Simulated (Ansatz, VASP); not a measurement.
One calculation of Ca2Ta3O, two programs

File INCAR:

```
PREC     = Accurate       # precision mode
ENCUT    = 600            # plane-wave cutoff, eV
EDIFF    = 1E-6           # SCF threshold, eV
ISMEAR   = 0              # smearing method
SIGMA    = 0.1            # smearing width, eV
LREAL    = F              # projectors in reciprocal space
LASPH    = T              # aspherical terms in the spheres
NELM     = 100            # most SCF steps
ALGO     = Normal         # electronic algorithm
ISIF     = 3              # what is computed and relaxed
LWAVE    = F              # write WAVECAR
LCHARG   = F              # write CHGCAR
GGA      = PE             # functional
IBRION   = 2              # ionic algorithm
NSW      = 90             # ionic steps
EDIFFG   = -0.04          # ionic threshold
```

KPOINTS

```
regular mesh
0
Gamma
  6 6 2
```

POSCAR

```
Ca2Ta3O
1.0
    3.5270007100      0.0000000000      0.0000000000
    0.0000000000      3.5270007100      0.0000000000
    0.0000000000      0.0000000000      8.5977443400
Ca Ta O
2 3 1
Direct
    0.0000000000      0.0000000000      0.0094770000
    0.5000000000      0.5000000000      0.4938240100
    0.0000000000      0.0000000000      0.6709480300
    0.0000000000      0.0000000000      0.3257620000
    0.5000000000      0.5000000000      0.8341779700
    0.5000000000      0.5000000000      0.1658110000
```

Input for Ansatz:

```yaml
crystal:
  lattice:
    - [3.52700071, 0.0, 0.0]
    - [0.0, 3.52700071, 0.0]
    - [0.0, 0.0, 8.59774434]
  atoms:
    - { symbol: Ca, position: [0.0, 0.0, 0.009477] }
    - { symbol: Ca, position: [0.5, 0.5, 0.49382401] }
    - { symbol: Ta, position: [0.0, 0.0, 0.67094803] }
    - { symbol: Ta, position: [0.0, 0.0, 0.325762] }
    - { symbol: Ta, position: [0.5, 0.5, 0.83417797] }
    - { symbol: O, position: [0.5, 0.5, 0.165811] }
basis:
  ecutwfc: 420
kpoints:
  mp_grid: { grid: [6, 6, 2] }
hamiltonian:
  xc: pbe
scf:
  occupations: { method: gaussian, width: 0.1 }
  lower_state_search: "off"
output:
  forces: true
  stress: true
  eigenvalues: true
relax:
  adjacent_minimum: "off"
  f_tol: 0.04
  max_steps: 70
  cell: { stress_tol: 0.4 }
```

Change from the starting cell: species swapped into the Dy2CuAg3 type (P4mm, No. 99).

Alike in both runs: task relaxation of cell and atoms; functional PBE; k mesh 6 × 6 × 2; occupations gaussian, width 0.1 eV; no spin polarisation.

|  | VASP | Ansatz |
| --- | --- | --- |
| version | VASP 6.6.1 | Ansatz 0.2.0 |
| potentials or method | VASP PAW PBE potentials, release 64 (Ca_sv, Ta_pv, O), cutoff 600 eV | scalar-relativistic, plane waves, PAW |
| valence electrons in the cell | 59 | 65 |

Ansatz gave:

```
gap on the k mesh at the Fermi level, each at its own relaxed structure (eV) : none
relaxed volume (Å³/atom)                                                     : 21.11
relaxed length of the cell vector where the two differ most in proportion (Å)              : 3.214
```

Task: Estimate VASP's values.

Result: gap on the k mesh at the Fermi level, each at its own relaxed structure (eV): none; relaxed volume (Å³/atom): 18.35; relaxed length of the cell vector where the two differ most in proportion (Å): 2.886.

A gap of «none» marks a metal or a gap that the smearing closes. One of these differences is far larger than is usual between the two programs; its cause wasn't traced. VASP's potentials hold 59 valence electrons a cell and Ansatz's 65, so a difference there can come from the potentials and not from the codes.

The k mesh is coarse, so the values compare programs but aren't converged. Spin-orbit coupling is off throughout.
